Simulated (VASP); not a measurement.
# Zn in VASP: a series of runs

The runs below take Zn through single point, with LDA, PBEsol, r2SCAN.

Program: VASP 6.6.1. These are calculated values, not measurements. Logs are shortened: lines on timing, memory, paths and dates and some standing lists are left out, and cuts for length are marked.

## (1) The cell of the first run

The typed cell holds 2 atoms: a = 2.670 Å, b = 2.670 Å, c = 4.966 Å, α = 90.00°, β = 90.00°, γ = 120.00°.

## (2) Single point, LDA (atoms moved at random)

INCAR reads:

```
SYSTEM = Zn
PREC = Accurate ; ENCUT = 520
EDIFF = 1E-7 ; ISMEAR = 1
SIGMA = 0.2 ; LREAL = .FALSE.
LASPH = .TRUE. ; NELM = 80
ALGO = Fast ; ISIF = 2
LWAVE = .FALSE. ; LCHARG = .FALSE.
NBANDS = 19
```

KPOINTS reads:

```
Automatic mesh
0
G
  11 11 6
  0 0 0
```

POSCAR reads:

```
Zn
1.0
    2.6700000000      0.0000000000      0.0000000000
   -1.3350000000      2.3122878281      0.0000000000
    0.0000000000      0.0000000000      4.9660000000
Zn
2
Direct
    0.6820430000      0.3409920000      0.7521080000
    0.3350740000      0.6769870000      0.2564380000
```

Potentials or basis: VASP PAW LDA potentials, release 64 (Zn).

Command:

```bash
cat potpaw_LDA.64/Zn/POTCAR > POTCAR
mpirun -np 1 vasp_std > vasp.out
```

OUTCAR:

```text
SYSTEM = Zn
   PREC = Accurate
   ENCUT = 520
   EDIFF = 1E-7
   ISMEAR = 1
   LREAL = .FALSE.
   LASPH = .TRUE.
   NELM = 80
   ISIF = 2

 ion  position               nearest neighbor table
   1  0.682  0.341  0.752-   2 2.89   2 2.90   2 2.92   2 2.92   2 2.94   2 2.96
   2  0.335  0.677  0.256-   1 2.89   1 2.90   1 2.92   1 2.92   1 2.94   1 2.96

  LATTYP: Found a hexagonal cell.
 ALAT       =     2.6700000000
 C/A-ratio  =     1.8599250936

  Lattice vectors:

 A1 = (   2.6700000000,   0.0000000000,   0.0000000000)
 A2 = (  -1.3350000000,   2.3122878281,   0.0000000000)
 A3 = (   0.0000000000,   0.0000000000,   4.9660000000)

Analysis of symmetry for initial positions (statically):
=====================================================================
 Subroutine PRICEL returns:
 Original cell was already a primitive cell.

 Routine SETGRP: Setting up the symmetry group for a
 hexagonal supercell.

 Subroutine GETGRP returns: Found  2 space group operations
 (whereof  1 operations were pure point group operations)
 out of a pool of 24 trial point group operations.

The static configuration has the point symmetry C_1 .
 The point group associated with its full space group is S_2 .

Analysis of symmetry for dynamics (positions and initial velocities):
=====================================================================
 Subroutine PRICEL returns:
 Original cell was already a primitive cell.

 Routine SETGRP: Setting up the symmetry group for a
 hexagonal supercell.

 Subroutine GETGRP returns: Found  2 space group operations
 (whereof  1 operations were pure point group operations)
 out of a pool of 24 trial point group operations.

The dynamic configuration has the point symmetry C_1 .
 The point group associated with its full space group is S_2 .

 Subroutine INISYM returns: Found  2 space group operations
 (whereof  1 operations are pure point group operations),
 and found     1 'primitive' translations

----------------------------------------------------------------------------------------

                                     Primitive cell

  volume of cell :      30.6591

  direct lattice vectors                    reciprocal lattice vectors
     2.670000000  0.000000000  0.000000000     0.374531835  0.216236056  0.000000000
    -1.335000000  2.312287828  0.000000000     0.000000000  0.432472112  0.000000000
     0.000000000  0.000000000  4.966000000     0.000000000  0.000000000  0.201369311

  length of vectors
     2.670000000  2.670000000  4.966000000     0.432472112  0.432472112  0.201369311

  position of ions in fractional coordinates (direct lattice)
     0.682043000  0.340992000  0.752108000
     0.335074000  0.676987000  0.256438000

  ion indices of the primitive-cell ions
   primitive index   ion index
                 1           1
                 2           2

----------------------------------------------------------------------------------------

 KPOINTS: Automatic mesh

Automatic generation of k-mesh.
 Grid dimensions read from file:
 generate k-points for:   11   11    6

 Generating k-lattice:

  Cartesian coordinates                     Fractional coordinates (reciprocal lattice)
     0.034048349  0.019657823  0.000000000     0.090909091  0.000000000  0.000000000
     0.000000000  0.039315647  0.000000000     0.000000000  0.090909091  0.000000000
     0.000000000  0.000000000  0.033561552     0.000000000  0.000000000  0.166666667

  Length of vectors
     0.039315647  0.039315647  0.033561552

  Shift w.r.t. Gamma in fractional coordinates (k-lattice)
     0.000000000  0.000000000  0.000000000

 Subroutine IBZKPT returns following result:
 ===========================================

 Found    364 irreducible k-points:

 Following reciprocal coordinates:
            Coordinates               Weight
  0.000000  0.000000  0.000000      1.000000
  0.090909  0.000000  0.000000      2.000000
  0.000000  0.090909  0.000000      2.000000
 -0.090909  0.090909  0.000000      2.000000
  0.181818  0.000000  0.000000      2.000000
  0.000000  0.181818  0.000000      2.000000
[... 16 lines left out ...]
 -0.181818  0.272727  0.000000      2.000000
  0.090909  0.181818  0.000000      2.000000
 [... further k-points ...]
   k-points           NKPTS =    364   k-points in BZ     NKDIM =    364   number of bands    NBANDS=     19
   number of dos      NEDOS =    301   number of ions     NIONS =      2
   total plane-waves  NPLWV =  16000
   dimension x,y,z NGX =    20 NGY =   20 NGZ =   40
   dimension x,y,z NGXF=    40 NGYF=   40 NGZF=   80
   ions per type =               2
   NGX,Y,Z   is equivalent  to a cutoff of  12.45, 12.45, 13.39 a.u.
   NGXF,Y,Z  is equivalent  to a cutoff of  24.91, 24.91, 26.78 a.u.
 SYSTEM =  Zn
   PREC   = accura    normal or accurate (medium, high low for compatibility)
   ISTART =      0    job   : 0-new  1-cont  2-samecut
   ICHARG =      2    charge: 1-file 2-atom 10-const
   ISPIN  =      1    spin polarized calculation?
   LNONCOLLINEAR =      F non collinear calculations
   LSORBIT =      F    spin-orbit coupling
   LASPH  =      T    aspherical Exc in radial PAW
   ENCUT  =  520.0 eV  38.22 Ry    6.18 a.u.   4.96  4.96  9.23*2*pi/ulx,y,z
   NELM   =     80;   NELMIN=  2; NELMDL= -5     # of ELM steps
   EDIFF  = 0.1E-06   stopping-criterion for ELM
   LREAL  =      F    real-space projection
   EDIFFG = 0.1E-05   stopping-criterion for IOM
   NSW    =      0    number of steps for IOM
   IBRION =     -1    ionic relax: 0-MD 1-quasi-New 2-CG
   NFREE  =      0    steps in history (QN), initial steepest desc. (CG)
   ISIF   =      2    stress and relaxation
   ISYM   =      2    0-nonsym 1-usesym 2-fastsym
   POTIM  = 0.5000    time-step for ionic-motion
   TEBEG  =    0.0;   TEEND  =   0.0 temperature during run
   PSTRESS=    0.0 pullay stress
   NELECT =      24.0000    total number of electrons
   NUPDOWN=      -1.0000    fix difference up-down
   EMIN   =  10.00;   EMAX   =-10.00  energy-range for DOS
   EFERMI =   0.00;   METHOD = LEGACY
   ISMEAR =     1;   SIGMA  =   0.20  broadening in eV -4-tet -1-fermi 0-gaus
   EFERMI_NEDOS =   21; number of points for ismear=-14 and -15
   IALGO  =     68    algorithm
   IMIX   =      4    mixing-type and parameters
     AMIX     =   0.40;   BMIX     =  1.00
     AMIX_MAG =   1.60;   BMIX_MAG =  1.00
  volume/ion in A,a.u.               =      15.33       103.45
  Fermi-wavevector in a.u.,A,eV,Ry     =   1.508778  2.851177 30.972445  2.276410
  Thomas-Fermi vector in A             =   2.619187
   LORBIT       =      0    0 simple, 1 ext, 2 COOP (PROOUT), +10 PAW based schemes
   GGA     = CA    functional components
   LHFCALC =     F    Hartree Fock is set to
   AEXX    =    0.0000 exact exchange contribution
   IVDW    =     0    specifies the selected vdW correction
   LEPSILON=     F    determine dielectric tensor
   LRPA    =     F    only Hartree local field effects (RPA)
 non-spin polarized calculation
 RMM-DIIS sequential band-by-band and
 Methfessel and Paxton  Order N= 1 SIGMA  =   0.20
  energy-cutoff  :      520.00
  volume of cell :       30.66
 maximum number of plane-waves:       846
   NGX =  9   NGY =  9   NGZ = 19

 number of electron      23.9999996 magnetization

 Free energy of the ion-electron system (eV)
  ---------------------------------------------------
  ext. energy  EPLUGINS =         0.00000000
  ---------------------------------------------------
  free energy    TOTEN  =        -3.63798782 eV

  energy without entropy =       -3.63713045  energy(sigma->0) =       -3.63770203

 E-fermi :   2.6813     XC(G=0): -11.8433

 val. band max:        2.6419557321   @ k =  -0.3636  -0.3636   0.3333
 cond. band min:       2.6906290206   @ k =  -0.3636  -0.2727   0.3333
 fundamental gap:      0.0486732885
 Fermi energy:         2.6812732843

 k-point     1 :       0.0000    0.0000    0.0000
  band No.  band energies     occupation
      1      -7.5215      2.00000
      2      -5.8199      2.00000
      3      -5.1478      2.00000
      4      -4.9181      2.00000
      5      -4.9132      2.00000
      6      -4.8696      2.00000
[... 11 lines left out ...]
     18      21.6351      0.00000
     19      21.9433      0.00000

 k-point     2 :       0.0909    0.0000    0.0000
  band No.  band energies     occupation
      1      -7.2782      2.00000
      2      -5.7178      2.00000
      3      -5.1252      2.00000
      4      -4.9399      2.00000
      5      -4.8873      2.00000
      6      -4.8573      2.00000
[... 11 lines left out ...]
     18      20.6927      0.00000
     19      22.3537      0.00000

 k-point     3 :       0.0000    0.0909    0.0000
  band No.  band energies     occupation
      1      -7.2783      2.00000
      2      -5.7181      2.00000
      3      -5.1248      2.00000
      4      -4.9378      2.00000
      5      -4.8899      2.00000
      6      -4.8586      2.00000
[... 11 lines left out ...]
     18      20.6788      0.00000
     19      22.3267      0.00000

 k-point     4 :      -0.0909    0.0909    0.0000
  band No.  band energies     occupation
      1      -7.2785      2.00000
      2      -5.7185      2.00000
      3      -5.1241      2.00000
      4      -4.9337      2.00000
      5      -4.8937      2.00000
      6      -4.8612      2.00000
[... 11 lines left out ...]
     18      20.6686      0.00000
     19      22.2822      0.00000

 k-point     5 :       0.1818    0.0000    0.0000
  band No.  band energies     occupation
      1      -6.5831      2.00000
      2      -5.4984      2.00000
      3      -5.0933      2.00000
      4      -4.9821      2.00000
      5      -4.8535      2.00000
      6      -4.8125      2.00000
[... 11 lines left out ...]
     18      18.9390      0.00000
     19      19.5798      0.00000
[... 334 lines left out ...]
      2      -5.3672      2.00000
      3      -5.0941      2.00000
      4      -5.0017      2.00000
      5      -4.9761      2.00000
      6      -4.8398      2.00000
[... 11 lines left out ...]
     18      18.4253      0.00000
     19      18.8037      0.00000

 k-point    22 :      -0.2727    0.1818    0.0000
  band No.  band energies     occupation
      1      -5.9753      2.00000
      2      -5.3711      2.00000
      3      -5.0905      2.00000
      4      -4.9931      2.00000
      5      -4.9766      2.00000
      6      -4.8467      2.00000
[... 11 lines left out ...]
     18      18.4189      0.00000
     19      18.7641      0.00000

 k-point    23 :      -0.1818    0.2727    0.0000
  band No.  band energies     occupation
      1      -5.9758      2.00000
      2      -5.3709      2.00000
      3      -5.0905      2.00000
      4      -4.9955      2.00000
      5      -4.9790      2.00000
      6      -4.8450      2.00000
[... 11 lines left out ...]
     18      18.4212      0.00000
     19      18.7637      0.00000

 k-point    24 :       0.0909    0.1818    0.0000
  band No.  band energies     occupation
      1      -5.9717      2.00000
      2      -5.3676      2.00000
      3      -5.0935      2.00000
      4      -4.9942      2.00000
      5      -4.9700      2.00000
      6      -4.8455      2.00000
[... 11 lines left out ...]
     18      18.4183      0.00000
     19      18.8040      0.00000

 [... further k-points ...]
[... 5 lines left out ...]
  --------------------------------------------------------------------------------------
  -------------------------------------------------------------------------------------
  Total       -1.7506566     -1.7539128     -1.4384913     -0.0121149      0.0002966     -0.0026503
  in kB      -91.4853760    -91.6555400    -75.1723222     -0.6330972      0.0155019     -0.1384974
  external PRESSURE =     -86.1044127 kB  Pullay stress =       0.0000000 kB

 VOLUME and BASIS-vectors are now :
 -----------------------------------------------------------------------------
  energy-cutoff  :      520.00
  volume of cell :       30.66
      direct lattice vectors                 reciprocal lattice vectors
     2.670000000  0.000000000  0.000000000     0.374531835  0.216236056  0.000000000
    -1.335000000  2.312287828  0.000000000     0.000000000  0.432472112  0.000000000
     0.000000000  0.000000000  4.966000000     0.000000000  0.000000000  0.201369311

 POSITION                                       TOTAL-FORCE (eV/Angst)
 -----------------------------------------------------------------------------------
      1.36583      0.78847      3.73497        -0.016854      0.002047      0.032131
     -0.00913      1.56539      1.27347         0.016854     -0.002047     -0.032131
 -----------------------------------------------------------------------------------
    total drift:                               -0.000080     -0.000017     -0.000015

  FREE ENERGIE OF THE ION-ELECTRON SYSTEM (eV)
  ---------------------------------------------------
  free  energy   TOTEN  =        -3.6379878153 eV

  energy  without entropy=       -3.6371304508  energy(sigma->0) =       -3.63770203
```

It took 2.1 min on 1 thread of AMD EPYC 7R13 (Zen 3), shared host; peak memory 0.24 GiB.

What came out:

```yaml
Free_energy: -3.6380 eV
Pressure: -8.6 GPa
Largest_force: 0.036 eV/Å
Band_gap_on_the_k_mesh: zero (band 12 reaches 4.54 eV, above the bottom of band 13 at -0.30 eV)
```

Forces on the atoms (eV/Å):
```
Zn  -0.017  0.002  0.032
Zn   0.017 -0.002 -0.032
```

Stress tensor (GPa, compression positive):
```
-9.15 -0.06 -0.01
-0.06 -9.17  0.00
-0.01  0.00 -7.52
```

Caveat: the cell differs from its parent crystal (atoms moved at random).

## (3) Single point, PBEsol

INCAR reads:

```
  PREC = Accurate
  ENCUT = 520
  EDIFF = 1E-6
  ISMEAR = -1
  SIGMA = 0.05
  LREAL = F
  LASPH = T
  NELM = 60
  ALGO = Fast
  ISIF = 2
  LWAVE = F
  LCHARG = T
  GGA = PS
  LELF = T
  LVHAR = T
  NBANDS = 19
```

KPOINTS reads:

```
regular mesh
0
Gamma
  11 11 6
```

POSCAR reads:

```
Zn
1.0
    2.6700000000     -0.0534000000      0.0000000000
   -1.3812457566      2.3389878281      0.0000000000
    0.0000000000      0.0000000000      4.9660000000
Zn
2
Direct
    0.6666666667      0.3333333333      0.7500000000
    0.3333333333      0.6666666667      0.2500000000
```

Potentials or basis: VASP PAW PBE potentials, release 64 (Zn).

Command:

```bash
cat potpaw_PBE.64/Zn/POTCAR > POTCAR
mpirun -np 1 vasp_std > vasp.out
```

Wall time 70 s (1 thread of Intel Xeon Platinum 8375C at 2.90GHz (Ice Lake), shared host); peak memory 0.23 GiB.

It converged, with:

```
Free energy            : -3.1143 eV
Pressure               : -4.8 GPa
Largest force          : 0.013 eV/Å
Band gap on the k mesh : zero (band 12 reaches 4.66 eV, above the bottom of band 13 at -0.18 eV)
```

Forces in eV/Å, atoms in the order of the input:
```
Zn   0.011 -0.006  0.000
Zn  -0.011  0.006  0.000
```

Stress tensor (GPa, compression positive):
```
-4.64  1.58  0.00
 1.58 -5.58  0.00
 0.00  0.00 -4.07
```

Levels at points of the mesh, in eV from the Fermi level:
```csv
k point,band 9,band 10,band 11,band 12,band 13,band 14,band 15,band 16
"(0.00, 0.00, 0.00)",-7.15,-6.98,-6.95,-3.54,-2.98,13.55,16.72,17.22
"(0.00, 0.00, 0.50)",-7.06,-7.06,-7.03,-7.03,4.60,4.60,17.94,17.94
```

Caveat: the PAW data sets were made with another functional, which shifts forces and pressure a little.

## (4) Single point, PBEsol

INCAR reads:

```
ALGO = Fast
EDIFF = 1E-6
ENCUT = 520
GGA = PS
ISIF = 2
ISMEAR = -1
LASPH = T
LCHARG = F
LREAL = F
LWAVE = F
NBANDS = 19
NELM = 100
PREC = Accurate
SIGMA = 0.05
```

KPOINTS reads:

```
k-points
0
Gamma
  11 11 6
```

POSCAR reads:

```
Zn
1.0
    2.6700000000     -0.0267000000      0.0000000000
   -1.3581228783      2.3256378281      0.0000000000
    0.0000000000      0.0000000000      4.9660000000
Zn
2
Direct
    0.6666666667      0.3333333333      0.7500000000
    0.3333333333      0.6666666667      0.2500000000
```

Command:

```bash
cat potpaw_PBE.64/Zn/POTCAR > POTCAR
mpirun -np 1 vasp_std > vasp.out
```

It took 66 s on 1 thread of Intel Xeon Platinum 8375C at 2.90GHz (Ice Lake), shared host; peak memory 0.23 GiB.

The run converged. Its results:

| Quantity | Value |
| --- | --- |
| Free energy | -3.1184 eV |
| Pressure | -5.0 GPa |
| Largest force | 0.003 eV/Å |
| Band gap on the k mesh | zero (band 12 reaches 4.63 eV, above the bottom of band 13 at -0.18 eV) |

Forces in eV/Å, atoms in the order of the input:
```
Zn   0.003 -0.001  0.000
Zn  -0.003  0.001  0.000
```

Stress tensor (GPa, compression positive):
```
-4.97  0.70  0.00
 0.70 -5.26  0.00
 0.00  0.00 -4.67
```

Levels at points of the mesh, in eV from the Fermi level:
| k point | band 10 | band 11 | band 12 | band 13 | band 14 | band 15 |
| --- | --- | --- | --- | --- | --- | --- |
| (0.00, 0.00, 0.00) | -6.94 | -6.93 | -3.51 | -2.95 | 13.58 | 17.09 |
| (0.00, 0.00, 0.50) | -7.03 | -7.01 | -7.01 | 4.63 | 4.63 | 18.37 |

Caveat: the PAW data sets were made with another functional, which shifts forces and pressure a little.

## (5) Single point, r2SCAN (volume scaled by 0.96)

POSCAR reads:

```
Zn
1.0
    2.6339144954      0.0000000000      0.0000000000
   -1.3169572477      2.2810368644      0.0000000000
    0.0000000000      0.0000000000      4.8988836645
Zn
2
Direct
    0.6666666667      0.3333333333      0.7500000000
    0.3333333333      0.6666666667      0.2500000000
```

INCAR.step1 reads:

```
SYSTEM = Zn
PREC = Accurate
ENCUT = 550
ISMEAR = 1
SIGMA = 0.025
LREAL = .False.
LASPH = .True.
NELM = 120
NBANDS = 19
GGA = PE
ALGO = Normal
EDIFF = 1E-5
LWAVE = .True.
LCHARG = .False.
GGA_COMPAT = .False.
```

INCAR.step2 reads:

```
SYSTEM = Zn
PREC = Accurate
ENCUT = 550
EDIFF = 1E-6
ISMEAR = 1
SIGMA = 0.025
LREAL = .False.
LASPH = .True.
NELM = 120
ALGO = Normal
ISIF = 2
LWAVE = .False.
LCHARG = .False.
METAGGA = R2SCAN
LMIXTAU = .True.
NBANDS = 19
ISTART = 1
GGA_COMPAT = .False.
```

KPOINTS reads:

```
regular mesh
0
Gamma
  11 11 6
  0 0 0
```

Command:

```bash
cat potpaw_PBE.64/Zn/POTCAR > POTCAR
cp INCAR.step1 INCAR
mpirun -np 1 vasp_std > vasp.out
cp INCAR.step2 INCAR
mpirun -np 1 vasp_std > vasp.out
```

It took 88 s on 1 thread of Intel Xeon Platinum 8488C (Sapphire Rapids), shared host; peak memory 0.16 GiB.

It converged, with:

| Quantity | Value |
| --- | --- |
| Free energy | -17.7790 eV |
| Pressure | -1.5 GPa |
| Band gap on the k mesh | zero (band 12 reaches 4.97 eV, above the bottom of band 13 at 0.09 eV) |

Stress tensor (GPa, compression positive):
```
-0.76  0.00  0.00
 0.00 -0.76  0.00
 0.00  0.00 -2.89
```

Levels at points of the mesh, in eV from the Fermi level:
```tsv
k point	band 10	band 11	band 12	band 13	band 14	band 15
(0.00, 0.00, 0.00)	-7.31	-7.31	-3.84	-2.99	14.75	18.36
(0.00, 0.00, 0.50)	-7.40	-7.40	-7.40	5.05	5.05	20.50
```

Caveat: the PAW data sets were made with another functional, which shifts forces and pressure a little.

## (6) The runs side by side

| level | potentials or basis | cell | cutoff (eV) | smearing | gap on the mesh (eV) | pressure (GPa) | largest force (eV/Å) |
| --- | --- | --- | --- | --- | --- | --- | --- |
| LDA | VASP PAW LDA potentials, release 64 (Zn) | a = 2.670, b = 2.670, c = 4.966 Å, angles 90.0, 90.0, 120.0°, 2 atoms | 520 | methfessel-paxton 0.2 eV | none | -8.6 | 0.04 |
| PBEsol | VASP PAW PBE potentials, release 64 (Zn) | a = 2.671, b = 2.716, c = 4.966 Å, angles 90.0, 90.0, 121.7°, 2 atoms | 520 | fermi-dirac 0.05 eV | none | -4.8 | 0.01 |
| PBEsol | VASP PAW PBE potentials, release 64 (Zn) | a = 2.670, b = 2.693, c = 4.966 Å, angles 90.0, 90.0, 120.9°, 2 atoms | 520 | fermi-dirac 0.05 eV | none | -5.0 | - |
| r2SCAN | VASP PAW PBE potentials, release 64 (Zn) | a = 2.634, b = 2.634, c = 4.899 Å, angles 90.0, 90.0, 120.0°, 2 atoms | 550 | methfessel-paxton 0.025 eV | none | -1.5 | - |

Alike in all rows: task single point; no spin polarisation; k mesh 11 × 11 × 6.

Caveats: the PAW data sets were made with another functional, which shifts forces and pressure a little (some runs).

Total energies depend on the potentials used, so only differences within one code and one set of settings carry meaning.
